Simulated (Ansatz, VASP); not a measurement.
# MgS in VASP and in Ansatz

File INCAR:

```
  PREC = Accurate
  ENCUT = 520
  EDIFF = 1E-6
  ISMEAR = 0
  SIGMA = 0.05
  LREAL = False
  LASPH = True
  NELM = 60
  ALGO = Normal
  ISIF = 2
  LWAVE = False
  LCHARG = False
  GGA = PS
  NBANDS = 11
```

KPOINTS

```
Automatic mesh
0
Gamma
  8 8 8
```

Contents of POSCAR:

```
MgS
1.0
    0.0000000000      2.5626252500      2.6796995000
    2.5626252500      0.0000000000      2.6796995000
    2.5626252500      2.5626252500      0.0000000000
Mg S
1 1
Direct
    0.0000000000      0.0000000000      0.0000000000
    0.5000000000      0.5000000000      0.5000000000
```

Input for Ansatz:

```yaml
crystal:
  lattice:
    - [0.0, 2.56262525, 2.6796995]
    - [2.56262525, 0.0, 2.6796995]
    - [2.56262525, 2.56262525, 0.0]
  atoms:
    - { symbol: Mg, position: [0.0, 0.0, 0.0] }
    - { symbol: S, position: [0.5, 0.5, 0.5] }
basis:
  ecutwfc: 420
kpoints:
  mp_grid: { grid: [8, 8, 8] }
hamiltonian:
  xc: pbesol
scf:
  occupations: { method: gaussian, width: 0.05 }
output:
  forces: true
  stress: true
  eigenvalues: true
```

Change from the starting cell: strain -0.015 along x and y, +0.030 along z, atoms carried along.

Alike in both runs: task single point; functional PBEsol; k mesh 8 × 8 × 8; occupations gaussian, width 0.05 eV; no spin polarisation.

```csv
,VASP,Ansatz
version,VASP 6.6.1,Ansatz 0.2.0
potentials or method,"VASP PAW PBE potentials, release 64 (Mg, S), cutoff 520 eV","scalar-relativistic, plane waves, PAW"
valence electrons in the cell,8,16
```

|  | VASP | Ansatz | Ansatz less VASP |
| --- | --- | --- | --- |
| gap on the k mesh at the Fermi level (eV) | 2.53 | 2.53 | -0.002 |
| least direct gap on the mesh (eV) | 3.48 | 3.48 | 0.000 |
| pressure (GPa) | -0.8 | -0.6 | +0.21 |
| traceless stress, the component that is largest in VASP (GPa) | -2.93 | -2.94 | -0.013 |

VASP's potentials were made for PBE, not for PBEsol. The functional is the same, so the differences come from potentials, cutoffs and numerics. VASP's potentials hold 8 valence electrons a cell and Ansatz's 16, so a difference there can come from the potentials and not from the codes.
